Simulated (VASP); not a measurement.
# In (Im-3m) in VASP: a series of runs

Aim: see how the results for In move with the level of theory and the settings. Levels: PBEsol, revPBE+D3(BJ). Tasks: relaxation of cell and atoms, single point.

Program: VASP 6.6.1. These are calculated values, not measurements. Logs are shortened: lines on timing, memory, paths and dates and some standing lists are left out, and cuts for length are marked.

### Step 1. The cell of the first run

The structure is cubic, space group Im-3m (No. 229). The conventional cell has a = 3.765 Å, b = 3.765 Å, c = 3.765 Å, α = 90.00°, β = 90.00°, γ = 90.00°. Within 4.3 Å of In (site symmetry m-3m) lie 14 In at 3.26 to 3.77 Å.

### Step 2. Relaxation of cell and atoms, PBEsol, target pressure 20 GPa, at which the enthalpy is minimised

Input file INCAR:

```
SYSTEM = In
ALGO     = Normal         ! electronic algorithm
EDIFF    = 1E-6           ! SCF threshold, eV
EDIFFG   = -0.005         ! ionic threshold
ENCUT    = 600            ! plane-wave cutoff, eV
GGA      = PS             ! functional
IBRION   = 2              ! ionic algorithm
ISIF     = 3              ! what is computed and relaxed
ISMEAR   = -1             ! smearing method
LASPH    = .True.         ! aspherical terms in the spheres
LCHARG   = .False.        ! write CHGCAR
LREAL    = .False.        ! projectors in reciprocal space
LWAVE    = .False.        ! write WAVECAR
NELM     = 80             ! most SCF steps
NSW      = 80             ! ionic steps
PREC     = Accurate       ! precision mode
PSTRESS  = 200.0        
SIGMA    = 0.05           ! smearing width, eV
```

Input file KPOINTS:

```
k-points
0
Gamma
  10 10 10
  0 0 0
```

Input file POSCAR:

```
In
1.0
   -1.8825252400      1.8825252400      1.8825252400
    1.8825252400     -1.8825252400      1.8825252400
    1.8825252400      1.8825252400     -1.8825252400
In
1
Direct
    0.0000000000      0.0000000000      0.0000000000
```

Potentials or basis: VASP PAW PBE potentials, release 64 (In_d).

On the command line:

```bash
$ cat potpaw_PBE.64/In_d/POTCAR > POTCAR
$ mpirun -np 1 vasp_std > vasp.out
```

OUTCAR:

```text
SYSTEM = In
   EDIFF = 1E-6
   EDIFFG = -0.005
   ENCUT = 600
   GGA = PS
   IBRION = 2
   ISIF = 3
   ISMEAR = -1
   LASPH = .True.
   LREAL = .False.
   NELM = 80
   NSW = 80
   PREC = Accurate
   PSTRESS = 200.0

 ion  position               nearest neighbor table
   1  0.000  0.000  0.000-

  LATTYP: Found a body centered cubic cell.
 ALAT       =     3.7650504800

  Lattice vectors:

 A1 = (  -1.8825252400,   1.8825252400,   1.8825252400)
 A2 = (   1.8825252400,  -1.8825252400,   1.8825252400)
 A3 = (   1.8825252400,   1.8825252400,  -1.8825252400)

Analysis of symmetry for initial positions (statically):
=====================================================================
 Subroutine PRICEL returns:
 Original cell was already a primitive cell.

 Routine SETGRP: Setting up the symmetry group for a
 body centered cubic supercell.

 Subroutine GETGRP returns: Found 48 space group operations
 (whereof 48 operations were pure point group operations)
 out of a pool of 48 trial point group operations.

The static configuration has the point symmetry O_h .

Analysis of symmetry for dynamics (positions and initial velocities):
=====================================================================
 Subroutine PRICEL returns:
 Original cell was already a primitive cell.

 Routine SETGRP: Setting up the symmetry group for a
 body centered cubic supercell.

 Subroutine GETGRP returns: Found 48 space group operations
 (whereof 48 operations were pure point group operations)
 out of a pool of 48 trial point group operations.

The dynamic configuration has the point symmetry O_h .

 Subroutine INISYM returns: Found 48 space group operations
 (whereof 48 operations are pure point group operations),
 and found     1 'primitive' translations

----------------------------------------------------------------------------------------

                                     Primitive cell

  volume of cell :      26.6859

  direct lattice vectors                    reciprocal lattice vectors
    -1.882525240  1.882525240  1.882525240     0.000000000  0.265600689  0.265600689
     1.882525240 -1.882525240  1.882525240     0.265600689  0.000000000  0.265600689
     1.882525240  1.882525240 -1.882525240     0.265600689  0.265600689  0.000000000

  length of vectors
     3.260629362  3.260629362  3.260629362     0.375616096  0.375616096  0.375616096

  position of ions in fractional coordinates (direct lattice)
     0.000000000  0.000000000  0.000000000

  ion indices of the primitive-cell ions
   primitive index   ion index
                 1           1

----------------------------------------------------------------------------------------

 KPOINTS: k-points

Automatic generation of k-mesh.
 Grid dimensions read from file:
 generate k-points for:   10   10   10

 Generating k-lattice:

  Cartesian coordinates                     Fractional coordinates (reciprocal lattice)
     0.000000000  0.026560069  0.026560069     0.100000000  0.000000000  0.000000000
     0.026560069  0.000000000  0.026560069     0.000000000  0.100000000  0.000000000
     0.026560069  0.026560069  0.000000000     0.000000000  0.000000000  0.100000000

  Length of vectors
     0.037561610  0.037561610  0.037561610

  Shift w.r.t. Gamma in fractional coordinates (k-lattice)
     0.000000000  0.000000000  0.000000000

 Subroutine IBZKPT returns following result:
 ===========================================

 Found     47 irreducible k-points:

 Following reciprocal coordinates:
            Coordinates               Weight
  0.000000  0.000000  0.000000      1.000000
  0.100000  0.000000  0.000000     12.000000
  0.200000  0.000000  0.000000     12.000000
  0.300000  0.000000  0.000000     12.000000
  0.400000  0.000000  0.000000     12.000000
  0.500000  0.000000  0.000000      6.000000
[... 16 lines left out ...]
  0.300000  0.300000  0.100000      8.000000
 -0.300000  0.300000  0.100000     24.000000
 [... further k-points ...]
   k-points           NKPTS =     47   k-points in BZ     NKDIM =     47   number of bands    NBANDS=     10
   number of dos      NEDOS =    301   number of ions     NIONS =      1
   total plane-waves  NPLWV =  21952
   dimension x,y,z NGX =    28 NGY =   28 NGZ =   28
   dimension x,y,z NGXF=    56 NGYF=   56 NGZF=   56
   ions per type =               1
   NGX,Y,Z   is equivalent  to a cutoff of  14.28, 14.28, 14.28 a.u.
   NGXF,Y,Z  is equivalent  to a cutoff of  28.55, 28.55, 28.55 a.u.
 SYSTEM =  In
   PREC   = accura    normal or accurate (medium, high low for compatibility)
   ISTART =      0    job   : 0-new  1-cont  2-samecut
   ICHARG =      2    charge: 1-file 2-atom 10-const
   ISPIN  =      1    spin polarized calculation?
   LNONCOLLINEAR =      F non collinear calculations
   LSORBIT =      F    spin-orbit coupling
   LASPH  =      T    aspherical Exc in radial PAW
   ENCUT  =  600.0 eV  44.10 Ry    6.64 a.u.   6.51  6.51  6.51*2*pi/ulx,y,z
   NELM   =     80;   NELMIN=  2; NELMDL= -5     # of ELM steps
   EDIFF  = 0.1E-05   stopping-criterion for ELM
   LREAL  =      F    real-space projection
   EDIFFG = -.5E-02   stopping-criterion for IOM
   NSW    =     80    number of steps for IOM
   IBRION =      2    ionic relax: 0-MD 1-quasi-New 2-CG
   NFREE  =      1    steps in history (QN), initial steepest desc. (CG)
   ISIF   =      3    stress and relaxation
   ISYM   =      2    0-nonsym 1-usesym 2-fastsym
   POTIM  = 0.5000    time-step for ionic-motion
   TEBEG  =    0.0;   TEEND  =   0.0 temperature during run
   PSTRESS=  200.0 pullay stress
   NELECT =      13.0000    total number of electrons
   NUPDOWN=      -1.0000    fix difference up-down
   EMIN   =  10.00;   EMAX   =-10.00  energy-range for DOS
   EFERMI =   0.00;   METHOD = LEGACY
   ISMEAR =    -1;   SIGMA  =   0.05  broadening in eV -4-tet -1-fermi 0-gaus
   EFERMI_NEDOS =   21; number of points for ismear=-14 and -15
   IALGO  =     38    algorithm
   IMIX   =      4    mixing-type and parameters
     AMIX     =   0.40;   BMIX     =  1.00
     AMIX_MAG =   1.60;   BMIX_MAG =  1.00
  volume/ion in A,a.u.               =      26.69       180.09
  Fermi-wavevector in a.u.,A,eV,Ry     =   1.288136  2.434225 22.576080  1.659295
  Thomas-Fermi vector in A             =   2.420108
   LORBIT       =      0    0 simple, 1 ext, 2 COOP (PROOUT), +10 PAW based schemes
   GGA     = PS    functional components
   LHFCALC =     F    Hartree Fock is set to
   AEXX    =    0.0000 exact exchange contribution
   IVDW    =     0    specifies the selected vdW correction
   LEPSILON=     F    determine dielectric tensor
   LRPA    =     F    only Hartree local field effects (RPA)
 conjugate gradient relaxation of ions
 non-spin polarized calculation
  energy-cutoff  :      600.00
  volume of cell :       26.69
 maximum number of plane-waves:       935
 NGX is ok and might be reduce to    28
   NGX = 13   NGY = 13   NGZ = 13

--------------------------------------- Ionic step        1  -------------------------------------------

 number of electron      12.9999996 magnetization

 Free energy of the ion-electron system (eV)
  ---------------------------------------------------
  ext. energy  EPLUGINS =         0.00000000
  ---------------------------------------------------
  free energy    TOTEN  =        -2.97419052 eV

  energy without entropy =       -2.96868734  energy(sigma->0) =       -2.97143893

 E-fermi :   7.0566     XC(G=0): -10.3130

 val. band max:        7.0439259120   @ k =   0.2000   0.2000   0.2000
 cond. band min:       7.0816212445   @ k =  -0.4000   0.4000   0.2000
 fundamental gap:      0.0376953325
 Fermi energy:         7.0565581241

 k-point     1 :       0.0000    0.0000    0.0000
  band No.  band energies     occupation
      1      -7.4350      2.00000
      2      -7.4350      2.00000
      3      -7.4350      2.00000
      4      -7.1677      2.00000
      5      -7.1677      2.00000
      6      -2.2902      2.00000
      7      18.0072      0.00000
      8      18.0072      0.00000
      9      18.0072      0.00000
     10      20.0791      0.00000
[... 287 lines left out ...]
 k-point    24 :      -0.3000    0.3000    0.1000
  band No.  band energies     occupation
      1      -7.4629      2.00000
      2      -7.4005      2.00000
      3      -7.2371      2.00000
      4      -7.1820      2.00000
      5      -7.1620      2.00000
      6       0.0322      2.00000
      7       9.3677      0.00000
      8      13.1967      0.00000
      9      14.3381      0.00000
     10      17.9787      0.00000

 [... further k-points ...]
[... 5 lines left out ...]
  --------------------------------------------------------------------------------------
  -------------------------------------------------------------------------------------
  Total       -0.2171372     -0.2171372     -0.2171372     -0.0000000      0.0000000     -0.0000000
  in kB      -13.0365428    -13.0365428    -13.0365428     -0.0000000      0.0000000     -0.0000000
  external PRESSURE =    -213.0365428 kB  Pullay stress =     200.0000000 kB
[... 170 lines left out ...]
  enthalpy is  TOTEN    =        -0.1838034350 eV   P V=        2.5247294873

--------------------------------------- Ionic step        6  -------------------------------------------

 number of electron      12.9999998 magnetization

 Free energy of the ion-electron system (eV)
  ---------------------------------------------------
  ext. energy  EPLUGINS =         0.00000000
  ---------------------------------------------------
  free energy    TOTEN  =        -2.71036005 eV

  energy without entropy =       -2.70829650  energy(sigma->0) =       -2.70932828

 E-fermi :  10.7157     XC(G=0): -11.6914

 val. band max:       10.4794771626   @ k =   0.3000   0.2000   0.0000
 cond. band min:      10.7639715962   @ k =  -0.4000   0.4000   0.2000
 fundamental gap:      0.2844944337
 Fermi energy:        10.7157121594

 k-point     1 :       0.0000    0.0000    0.0000
  band No.  band energies     occupation
      1      -4.3595      2.00000
      2      -4.3595      2.00000
      3      -4.3595      2.00000
      4      -3.8338      2.00000
      5      -3.8338      2.00000
      6      -0.8936      2.00000
      7      24.3716      0.00000
      8      24.3716      0.00000
      9      24.3716      0.00000
     10      24.9710      0.00000
[... 287 lines left out ...]
 k-point    24 :      -0.3000    0.3000    0.1000
  band No.  band energies     occupation
      1      -4.4320      2.00000
      2      -4.3541      2.00000
      3      -3.9821      2.00000
      4      -3.8638      2.00000
      5      -3.8234      2.00000
      6       2.0547      2.00000
      7      13.6219      0.00000
      8      18.2248      0.00000
      9      19.2119      0.00000
     10      23.5308      0.00000

 [... further k-points ...]
[... 5 lines left out ...]
  --------------------------------------------------------------------------------------
  -------------------------------------------------------------------------------------
  Total        2.5220087      2.5220087      2.5220087     -0.0000000     -0.0000000     -0.0000000
  in kB      199.6401891    199.6401891    199.6401891     -0.0000000     -0.0000000     -0.0000000
  external PRESSURE =      -0.3598109 kB  Pullay stress =     200.0000000 kB
[... 16 lines left out ...]
  FREE ENERGIE OF THE ION-ELECTRON SYSTEM (eV)
  ---------------------------------------------------
  free  energy   TOTEN  =        -2.7103600542 eV

  energy  without entropy=       -2.7082964979  energy(sigma->0) =       -2.70932828

  enthalpy is  TOTEN    =        -0.1838059453 eV   P V=        2.5265541089

 reached required accuracy - stopping structural energy minimisation
```

Run time: 34 s. Hardware: 1 thread of AMD EPYC 9R45 (Zen 5), shared host; peak memory 0.14 GiB.

Results:

| Quantity | Value |
| --- | --- |
| Free energy | -2.7104 eV |
| Relaxed volume | 20.24 Å³/atom |
| Relaxed cell | a = 2.974 Å, b = 2.974 Å, c = 2.974 Å, α = 109.47°, β = 109.47°, γ = 109.47° |
| Space group after relaxing (to 0.05 Å) | Im-3m (No. 229) |
| Energy change on relaxing (the enthalpy is what falls) | +263.8 meV/atom |
| Ionic steps | 6 |
| Pressure after relaxing | 20.0 GPa |

Step by step:
```
step  energy change (eV)  largest force (eV/Å)  pressure (GPa)  volume (Å³)
   1              0.0000                0.0000           -1.30        26.69
   2              1.7564                0.0000           90.90        15.19
   3              0.2251                0.0000           17.90        20.57
   4              0.2515                0.0000           19.30        20.34
   5              0.2657                0.0000           20.04        20.23
   6              0.2638                0.0000           19.96        20.24
```

Final structure:
```
CELL_PARAMETERS angstrom
-1.71679 1.71679 1.71679
1.71679 -1.71679 1.71679
1.71679 1.71679 -1.71679
ATOMIC_POSITIONS crystal
In 0.00000 0.00000 0.00000
```

Caveat: the cell is relaxed towards a set pressure, so the enthalpy falls and the energy may rise; the volume moved by over 15 % at a fixed basis, so the end points are rough; the PAW data sets were made with another functional, which shifts forces and pressure a little; spin-orbit coupling is left out, which moves the levels of the heavy elements.

### Step 3. Relaxation of cell and atoms, PBEsol, target pressure 30 GPa, at which the enthalpy is minimised

Input file INCAR:

```
  PREC = Accurate
  ENCUT = 600
  EDIFF = 1E-6
  ISMEAR = -1
  SIGMA = 0.05
  LREAL = False
  LASPH = True
  NELM = 60
  ALGO = Normal
  ISIF = 3
  LWAVE = False
  LCHARG = False
  GGA = PS
  IBRION = 2
  NSW = 80
  EDIFFG = -0.005
  PSTRESS = 300.0
```

Input file KPOINTS:

```
regular mesh
0
Gamma
  10 10 10
```

POSCAR is that of step 2.

Potentials or basis: VASP PAW PBE potentials, release 64 (In_d).

On the command line:

```bash
$ cat potpaw_PBE.64/In_d/POTCAR > POTCAR
$ mpirun -np 1 vasp_std > vasp.out
```

Run time: 62 s. Hardware: 1 thread of AMD EPYC 9R45 (Zen 5), shared host; peak memory 0.15 GiB.

It converged, with:

* Free energy: -2.5128 eV
* Relaxed volume: 18.96 Å³/atom
* Relaxed cell: a = 2.909 Å, b = 2.909 Å, c = 2.909 Å, α = 109.47°, β = 109.47°, γ = 109.47°
* Space group after relaxing (to 0.05 Å): Im-3m (No. 229)
* Energy change on relaxing (the enthalpy is what falls): +461.4 meV/atom
* Ionic steps: 15
* Pressure after relaxing: 30.0 GPa

Step by step:
```
step  energy change (eV)  largest force (eV/Å)  pressure (GPa)  volume (Å³)
   1              0.0000                0.0000           -1.30        26.69
   2              6.1707                0.0000          311.19        11.19
   3              0.3130                0.0000           22.53        19.87
   4              0.3834                0.0000           26.15        19.41
   5              0.4628                0.0000           30.09        18.95
   6              0.4375                0.0000           28.85        19.09
   7              0.4391                0.0000           28.91        19.08
   8              0.4439                0.0000           29.14        19.05
   9              0.4440                0.0000           29.14        19.05
  10              0.4442                0.0000           29.12        19.05
  11              0.4448                0.0000           29.22        19.05
  12              0.4459                0.0000           29.25        19.04
  13              0.4481                0.0000           29.35        19.03
  14              0.4525                0.0000           29.57        19.01
  15              0.4614                0.0000           30.02        18.96
```

Final structure:
```xyz
1
Lattice="-1.6798 1.6798 1.6798 1.6798 -1.6798 1.6798 1.6798 1.6798 -1.6798" Properties=species:S:1:pos:R:3 pbc="T T T"
In    0.0000    0.0000    0.0000
```

Levels at points of the mesh, in eV from the Fermi level:
```csv
k point,band 3,band 4,band 5,band 6,band 7,band 8,band 9,band 10
"(0.00, 0.00, 0.00)",-15.28,-14.67,-14.67,-12.24,13.75,13.75,13.75,15.16
"(0.50, 0.00, 0.00)",-14.70,-14.66,-14.27,-4.83,-3.94,7.49,8.27,12.13
"(0.50, 0.50, 0.50)",-14.37,-14.37,-14.37,1.12,1.12,1.12,3.71,5.99
```

Caveat: the cell is relaxed towards a set pressure, so the enthalpy falls and the energy may rise; the volume moved by over 15 % at a fixed basis, so the end points are rough; the PAW data sets were made with another functional, which shifts forces and pressure a little; spin-orbit coupling is left out, which moves the levels of the heavy elements.

### Step 4. Single point, revPBE+D3(BJ)

This run uses another cell than the first one, of 25.93 Å³/atom, 0.972 times its volume.

Input file INCAR:

```
SYSTEM = In
PREC = Accurate
ENCUT = 520
EDIFF = 1E-7
ISMEAR = -1
SIGMA = 0.05
LREAL = .False.
LASPH = .True.
NELM = 80
ALGO = Normal
ISIF = 2
LWAVE = .False.
LCHARG = .True.
GGA = RE
IVDW = 12
LELF = .True.
LVHAR = .True.
NBANDS = 12
```

Input file KPOINTS:

```
Automatic mesh
0
Gamma
  10 10 10
  0 0 0
```

Input file POSCAR:

```
In
1.0
   -1.8645630078      1.8645630078      1.8645630078
    1.8645630078     -1.8645630078      1.8645630078
    1.8645630078      1.8645630078     -1.8645630078
In
1
Direct
    0.0000000000      0.0000000000      0.0000000000
```

On the command line:

```bash
$ cat potpaw_PBE.64/In_d/POTCAR > POTCAR
$ mpirun -np 1 vasp_std > vasp.out
```

It took 4.8 s on 1 thread of Intel Xeon 6975P-C (Granite Rapids), shared host; peak memory 0.15 GiB.

The run converged. Its results:

```
Free energy                : -2.8434 eV
Pressure                   : 0.0 GPa
Dispersion energy per atom : -0.617 eV
```

Levels at points of the mesh, in eV from the Fermi level:
| k point | band 3 | band 4 | band 5 | band 6 | band 7 | band 8 | band 9 | band 10 |
| --- | --- | --- | --- | --- | --- | --- | --- | --- |
| (0.00, 0.00, 0.00) | -14.68 | -14.40 | -14.40 | -9.54 | 11.33 | 11.33 | 11.33 | 13.05 |
| (0.50, 0.00, 0.00) | -14.41 | -14.40 | -14.22 | -3.84 | -3.18 | 6.05 | 7.43 | 10.18 |
| (0.50, 0.50, 0.50) | -14.27 | -14.27 | -14.27 | 1.21 | 1.33 | 1.33 | 1.33 | 5.31 |

Caveat: the PAW data sets were made with another functional, which shifts forces and pressure a little; spin-orbit coupling is left out, which moves the levels of the heavy elements; pairwise dispersion overbinds metals, which lowers pressure and volume.

### Step 5. The runs side by side

```csv
task,level,cell,cutoff (eV),gap on the mesh (eV),pressure (GPa)
relaxation of cell and atoms,PBEsol,"relaxed to 20 GPa from a = 3.261 Å, angles 109.5°, 1 atom",600,none,20.0
relaxation of cell and atoms,PBEsol,"relaxed to 30 GPa from a = 3.261 Å, angles 109.5°, 1 atom",600,none,30.0
single point,revPBE+D3(BJ),"a = 3.230 Å, angles 109.5°, 1 atom",520,none,0.0
```

Alike in all rows: potentials or basis VASP PAW PBE potentials, release 64 (In_d); no spin polarisation; k mesh 10 × 10 × 10; smearing fermi-dirac 0.05 eV.

Caveats: the PAW data sets were made with another functional, which shifts forces and pressure a little; spin-orbit coupling is left out, which moves the levels of the heavy elements; the cell is relaxed towards a set pressure, so the enthalpy falls and the energy may rise (some runs); the volume moved by over 15 % at a fixed basis, so the end points are rough (some runs); pairwise dispersion overbinds metals, which lowers pressure and volume (some runs).

Total energies depend on the potentials used, so only differences within one code and one set of settings carry meaning.
